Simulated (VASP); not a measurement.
Input of a VASP 6.6.1 run:

The input INCAR:

```
SYSTEM = Mg3CdS2
ALGO = Normal
EDIFF = 1E-6
EDIFFG = -0.04
ENCUT = 600
GGA = PE
IBRION = 2
ISIF = 3
ISMEAR = 0
LASPH = .TRUE.
LCHARG = .FALSE.
LREAL = .FALSE.
LWAVE = .FALSE.
NELM = 100
NSW = 90
PREC = Accurate
SIGMA = 0.1
```

File KPOINTS:

```
k-points
0
G
  3 3 6
  0 0 0
```

The input POSCAR:

```
Mg3CdS2
1.0
    6.5323473739      0.0000000000      0.0000000000
   -3.2661736869      5.6571787721      0.0000000000
    0.0000000000      0.0000000000      3.5864126848
Mg Cd S
3 1 2
Direct
    0.0000000000      0.5000000000      0.0000000000
    0.5000000000      0.0000000000      0.0000000000
    0.5000000000      0.5000000000      0.0000000000
    0.0000000000      0.0000000000      0.0000000000
    0.6666666667      0.3333333333      0.5000000000
    0.3333333333      0.6666666667      0.5000000000
```

Potentials or basis: VASP PAW PBE potentials, release 64 (Mg, Cd, S).

The run is started by

```console
$ cat potpaw_PBE.64/Mg/POTCAR potpaw_PBE.64/Cd/POTCAR potpaw_PBE.64/S/POTCAR > POTCAR
$ mpirun -np 1 vasp_std > vasp.out
```

Task: What does it give for the band gap on the k mesh?

Result: Zero (band 15 reaches 4.13 eV, above the bottom of band 16 at 3.66 eV).

Final structure:
```
Mg Cd S
1.0
     6.53235    0.00000    0.00000
    -3.26617    5.65718    0.00000
     0.00000    0.00000    3.58641
Mg Cd S
3 1 2
Direct
  0.00000 0.50000 0.00000
  0.50000 0.00000 0.00000
  0.50000 0.50000 0.00000
  0.00000 0.00000 0.00000
  0.66667 0.33333 0.50000
  0.33333 0.66667 0.50000
```

Caveat: the k points lie up to 0.37 Å⁻¹ apart in the final cell; the relaxation stopped at its first step, so nothing moved.
